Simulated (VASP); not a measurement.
# Ba (Cmce) in VASP: single point with PBEsol

Aim: the single point of Ba with PBEsol.

All numbers are computed with VASP 6.6.1; they aren't measurements. Logs are shortened: lines on timing, memory, paths and dates and some standing lists are left out, and cuts for length are marked.

### Step 1. The cell of the first run

The typed cell holds 4 atoms: a = 8.295 Å, b = 8.295 Å, c = 4.341 Å, α = 90.00°, β = 90.00°, γ = 129.36°.

### Step 2. Single point, PBEsol

INCAR reads:

```
SYSTEM = Ba
PREC     = Accurate       ! precision mode
ENCUT    = 520            ! plane-wave cutoff, eV
EDIFF    = 1E-7           ! SCF threshold, eV
ISMEAR   = 0              ! smearing method
SIGMA    = 0.1            ! smearing width, eV
LREAL    = .FALSE.        ! projectors in reciprocal space
LASPH    = .TRUE.         ! aspherical terms in the spheres
NELM     = 60             ! most SCF steps
ALGO     = Fast           ! electronic algorithm
ISIF     = 2              ! what is computed and relaxed
LWAVE    = .FALSE.        ! write WAVECAR
LCHARG   = .TRUE.         ! write CHGCAR
GGA      = PS             ! functional
LELF     = .TRUE.         ! ELF
LVHAR    = .TRUE.       
NBANDS   = 28             ! bands
```

KPOINTS reads:

```
Automatic mesh
0
G
  8 8 8
  0 0 0
```

POSCAR reads:

```
Ba
1.0
    3.5471398936     -7.4979479373      0.0000000000
    3.5471398936      7.4979479373      0.0000000000
    0.0000000000      0.0000000000      4.3410804933
Ba
4
Direct
    0.1284397901      0.8715602099      0.0003120243
    0.6284397901      0.3715602099      0.4996879757
    0.8715602099      0.1284397901      0.9996879757
    0.3715602099      0.6284397901      0.5003120243
```

Potentials or basis: VASP PAW PBE potentials, release 64 (Ba_sv).

Started as:

```bash
> cat potpaw_PBE.64/Ba_sv/POTCAR > POTCAR
> mpirun -np 1 vasp_std > vasp.out
```

OUTCAR:

```text
SYSTEM = Ba
   PREC = Accurate
   ENCUT = 520
   EDIFF = 1E-7
   ISMEAR = 0
   LREAL = .FALSE.
   LASPH = .TRUE.
   NELM = 60
   ISIF = 2
   GGA = PS

 ion  position               nearest neighbor table
   1  0.128  0.872  0.000-   3 3.85   2 4.16   2 4.16   2 4.16   2 4.16   4 4.24   4 4.24
   2  0.628  0.372  0.500-   4 3.85   1 4.16   1 4.16   1 4.16   1 4.16   3 4.24   3 4.24
   3  0.872  0.128  1.000-   1 3.85   4 4.16   4 4.16   4 4.16   4 4.16   2 4.24   2 4.24
   4  0.372  0.628  0.500-   2 3.85   3 4.16   3 4.16   3 4.16   3 4.16   1 4.24   1 4.24

  LATTYP: Found a base centered orthorhombic cell.
 ALAT       =     7.0942797872
 B/A-ratio  =     2.1138010234
 C/A-ratio  =     0.6119127838

  Lattice vectors:

 A1 = (   3.5471398936,  -7.4979479373,   0.0000000000)
 A2 = (   3.5471398936,   7.4979479373,   0.0000000000)
 A3 = (   0.0000000000,   0.0000000000,   4.3410804933)

Analysis of symmetry for initial positions (statically):
=====================================================================
 Subroutine PRICEL returns:
 Original cell was already a primitive cell.

 Routine SETGRP: Setting up the symmetry group for a
 base centered orthorhombic supercell.

 Subroutine GETGRP returns: Found  8 space group operations
 (whereof  4 operations were pure point group operations)
 out of a pool of  8 trial point group operations.

The static configuration has the point symmetry C_2h.
 The point group associated with its full space group is D_2h.

Analysis of symmetry for dynamics (positions and initial velocities):
=====================================================================
 Subroutine PRICEL returns:
 Original cell was already a primitive cell.

 Routine SETGRP: Setting up the symmetry group for a
 base centered orthorhombic supercell.

 Subroutine GETGRP returns: Found  8 space group operations
 (whereof  4 operations were pure point group operations)
 out of a pool of  8 trial point group operations.

The dynamic configuration has the point symmetry C_2h.
 The point group associated with its full space group is D_2h.

 Subroutine INISYM returns: Found  8 space group operations
 (whereof  4 operations are pure point group operations),
 and found     1 'primitive' translations

----------------------------------------------------------------------------------------

                                     Primitive cell

  volume of cell :     230.9131

  direct lattice vectors                    reciprocal lattice vectors
     3.547139894 -7.497947937  0.000000000     0.140958636 -0.066684912  0.000000000
     3.547139894  7.497947937  0.000000000     0.140958636  0.066684912  0.000000000
     0.000000000  0.000000000  4.341080493     0.000000000  0.000000000  0.230357396

  length of vectors
     8.294662422  8.294662422  4.341080493     0.155936572  0.155936572  0.230357396

  position of ions in fractional coordinates (direct lattice)
     0.128439790  0.871560210  0.000312024
     0.628439790  0.371560210  0.499687976
     0.871560210  0.128439790  0.999687976
     0.371560210  0.628439790  0.500312024

  ion indices of the primitive-cell ions
   primitive index   ion index
                 1           1
                 2           2
                 3           3
                 4           4

----------------------------------------------------------------------------------------

 KPOINTS: Automatic mesh

Automatic generation of k-mesh.
 Grid dimensions read from file:
 generate k-points for:    8    8    8

 Generating k-lattice:

  Cartesian coordinates                     Fractional coordinates (reciprocal lattice)
     0.017619829 -0.008335614  0.000000000     0.125000000  0.000000000  0.000000000
     0.017619829  0.008335614  0.000000000     0.000000000  0.125000000  0.000000000
     0.000000000  0.000000000  0.028794675     0.000000000  0.000000000  0.125000000

  Length of vectors
     0.019492072  0.019492072  0.028794675

  Shift w.r.t. Gamma in fractional coordinates (k-lattice)
     0.000000000  0.000000000  0.000000000

 Subroutine IBZKPT returns following result:
 ===========================================

 Found    105 irreducible k-points:

 Following reciprocal coordinates:
            Coordinates               Weight
  0.000000  0.000000  0.000000      1.000000
  0.125000  0.000000  0.000000      4.000000
  0.250000  0.000000  0.000000      4.000000
  0.375000  0.000000  0.000000      4.000000
  0.500000  0.000000  0.000000      2.000000
  0.125000  0.125000  0.000000      2.000000
[... 16 lines left out ...]
  0.125000  0.000000  0.125000      8.000000
  0.250000  0.000000  0.125000      8.000000
 [... further k-points ...]
   k-points           NKPTS =    105   k-points in BZ     NKDIM =    105   number of bands    NBANDS=     28
   number of dos      NEDOS =    301   number of ions     NIONS =      4
   total plane-waves  NPLWV = 131072
   dimension x,y,z NGX =    64 NGY =   64 NGZ =   32
   dimension x,y,z NGXF=   128 NGYF=  128 NGZF=   64
   ions per type =               4
   NGX,Y,Z   is equivalent  to a cutoff of  12.83, 12.83, 12.25 a.u.
   NGXF,Y,Z  is equivalent  to a cutoff of  25.65, 25.65, 24.51 a.u.
 SYSTEM =  Ba
   PREC   = accura    normal or accurate (medium, high low for compatibility)
   ISTART =      0    job   : 0-new  1-cont  2-samecut
   ICHARG =      2    charge: 1-file 2-atom 10-const
   ISPIN  =      1    spin polarized calculation?
   LNONCOLLINEAR =      F non collinear calculations
   LSORBIT =      F    spin-orbit coupling
   LASPH  =      T    aspherical Exc in radial PAW
   ENCUT  =  520.0 eV  38.22 Ry    6.18 a.u.  15.42 15.42  8.07*2*pi/ulx,y,z
   NELM   =     60;   NELMIN=  2; NELMDL= -5     # of ELM steps
   EDIFF  = 0.1E-06   stopping-criterion for ELM
   LREAL  =      F    real-space projection
   EDIFFG = 0.1E-05   stopping-criterion for IOM
   NSW    =      0    number of steps for IOM
   IBRION =     -1    ionic relax: 0-MD 1-quasi-New 2-CG
   NFREE  =      0    steps in history (QN), initial steepest desc. (CG)
   ISIF   =      2    stress and relaxation
   ISYM   =      2    0-nonsym 1-usesym 2-fastsym
   POTIM  = 0.5000    time-step for ionic-motion
   TEBEG  =    0.0;   TEEND  =   0.0 temperature during run
   PSTRESS=    0.0 pullay stress
   NELECT =      40.0000    total number of electrons
   NUPDOWN=      -1.0000    fix difference up-down
   EMIN   =  10.00;   EMAX   =-10.00  energy-range for DOS
   EFERMI =   0.00;   METHOD = LEGACY
   ISMEAR =     0;   SIGMA  =   0.10  broadening in eV -4-tet -1-fermi 0-gaus
   EFERMI_NEDOS =   21; number of points for ismear=-14 and -15
   IALGO  =     68    algorithm
   IMIX   =      4    mixing-type and parameters
     AMIX     =   0.40;   BMIX     =  1.00
     AMIX_MAG =   1.60;   BMIX_MAG =  1.00
  volume/ion in A,a.u.               =      57.73       389.57
  Fermi-wavevector in a.u.,A,eV,Ry     =   0.912596  1.724557 11.331364  0.832832
  Thomas-Fermi vector in A             =   2.037010
   LORBIT       =      0    0 simple, 1 ext, 2 COOP (PROOUT), +10 PAW based schemes
   GGA     = PS    functional components
   LHFCALC =     F    Hartree Fock is set to
   AEXX    =    0.0000 exact exchange contribution
   IVDW    =     0    specifies the selected vdW correction
   LEPSILON=     F    determine dielectric tensor
   LRPA    =     F    only Hartree local field effects (RPA)
 non-spin polarized calculation
 RMM-DIIS sequential band-by-band and
 Gauss-broadening in eV      SIGMA  =   0.10
  energy-cutoff  :      520.00
  volume of cell :      230.91
 maximum number of plane-waves:      6252
 NGX is ok and might be reduce to    64
   NGX = 31   NGY = 31   NGZ = 17

 number of electron      40.0000003 magnetization

 Free energy of the ion-electron system (eV)
  ---------------------------------------------------
  ext. energy  EPLUGINS =         0.00000000
  ---------------------------------------------------
  free energy    TOTEN  =        -8.16387186 eV

  energy without entropy =       -8.13673529  energy(sigma->0) =       -8.15030357

 E-fermi :   1.8060     XC(G=0):  -7.7893

 val. band max:        1.8044553716   @ k =  -0.3750   0.3750   0.1250
 cond. band min:       1.8112930883   @ k =   0.0000   0.0000   0.2500
 fundamental gap:      0.0068377167
 Fermi energy:         1.8059696087

 k-point     1 :       0.0000    0.0000    0.0000
  band No.  band energies     occupation
      1     -26.9998      2.00000
      2     -26.9319      2.00000
      3     -26.9086      2.00000
      4     -26.8926      2.00000
      5     -12.5564      2.00000
      6     -12.4657      2.00000
[... 20 lines left out ...]
     27       3.5518      0.00000
     28       3.6623      0.00000

 k-point     2 :       0.1250    0.0000    0.0000
  band No.  band energies     occupation
      1     -26.9966      2.00000
      2     -26.9302      2.00000
      3     -26.9130      2.00000
      4     -26.8933      2.00000
      5     -12.5445      2.00000
      6     -12.4538      2.00000
[... 20 lines left out ...]
     27       3.6127      0.00000
     28       3.7765      0.00000

 k-point     3 :       0.2500    0.0000    0.0000
  band No.  band energies     occupation
      1     -26.9875      2.00000
      2     -26.9254      2.00000
      3     -26.9243      2.00000
      4     -26.8963      2.00000
      5     -12.5102      2.00000
      6     -12.4005      2.00000
[... 20 lines left out ...]
     27       3.6357      0.00000
     28       3.7709      0.00000

 k-point     4 :       0.3750    0.0000    0.0000
  band No.  band energies     occupation
      1     -26.9736      2.00000
      2     -26.9397      2.00000
      3     -26.9182      2.00000
      4     -26.9022      2.00000
      5     -12.4577      2.00000
      6     -12.3268      2.00000
[... 578 lines left out ...]
     27       3.4010      0.00000
     28       3.9141      0.00000

 k-point    23 :       0.1250    0.0000    0.1250
  band No.  band energies     occupation
      1     -26.9905      2.00000
      2     -26.9261      2.00000
      3     -26.9131      2.00000
      4     -26.8921      2.00000
      5     -12.5272      2.00000
      6     -12.4306      2.00000
[... 20 lines left out ...]
     27       3.4755      0.00000
     28       3.8930      0.00000

 k-point    24 :       0.2500    0.0000    0.1250
  band No.  band energies     occupation
      1     -26.9820      2.00000
      2     -26.9233      2.00000
      3     -26.9216      2.00000
      4     -26.8950      2.00000
      5     -12.4950      2.00000
      6     -12.3906      2.00000
[... 20 lines left out ...]
     27       3.5123      0.00000
     28       3.8078      0.00000

 [... further k-points ...]

------------------------ aborting loop because EDIFF is reached ----------------------------------------

  FORCE on cell =-STRESS in cart. coord.  units (eV):
  Direction    XX          YY          ZZ          XY          YZ          ZX
  --------------------------------------------------------------------------------------
  -------------------------------------------------------------------------------------
  Total        0.1661243      0.1663209      0.1442884      0.0000000      0.0000000      0.0000000
  in kB        1.1526436      1.1540083      1.0011365      0.0000000      0.0000000      0.0000000
  external PRESSURE =       1.1025961 kB  Pullay stress =       0.0000000 kB

 VOLUME and BASIS-vectors are now :
 -----------------------------------------------------------------------------
  energy-cutoff  :      520.00
  volume of cell :      230.91
      direct lattice vectors                 reciprocal lattice vectors
     3.547139894 -7.497947937  0.000000000     0.140958636 -0.066684912  0.000000000
     3.547139894  7.497947937  0.000000000     0.140958636  0.066684912  0.000000000
     0.000000000  0.000000000  4.341080493     0.000000000  0.000000000  0.230357396

 POSITION                                       TOTAL-FORCE (eV/Angst)
 -----------------------------------------------------------------------------------
      3.54714      5.57188      0.00135         0.000000     -0.006430     -0.001540
      3.54714     -1.92607      2.16919         0.000000     -0.006430      0.001540
      3.54714     -5.57188      4.33973         0.000000      0.006430      0.001540
      3.54714      1.92607      2.17189         0.000000      0.006430     -0.001540
 -----------------------------------------------------------------------------------
    total drift:                               -0.000000     -0.000000      0.000000

  FREE ENERGIE OF THE ION-ELECTRON SYSTEM (eV)
  ---------------------------------------------------
  free  energy   TOTEN  =        -8.1638718570 eV

  energy  without entropy=       -8.1367352890  energy(sigma->0) =       -8.15030357
```

It took 9.1 min on 1 thread of Intel Xeon Platinum 8488C (Sapphire Rapids), shared host; peak memory 0.69 GiB.

Results:

```yaml
Free_energy: -8.1639 eV
Pressure: 0.1 GPa
Largest_force: 0.007 eV/Å
Band_gap_on_the_k_mesh: zero (bands 20 and 21 overlap by 0.57 eV)
```

Forces on the atoms (eV/Å):
```
Ba   0.000 -0.006 -0.002
Ba   0.000 -0.006  0.002
Ba   0.000  0.006  0.002
Ba   0.000  0.006 -0.002
```

Caveat: the PAW data sets were made with another functional, which shifts forces and pressure a little; spin-orbit coupling is left out, which moves the levels of the heavy elements.
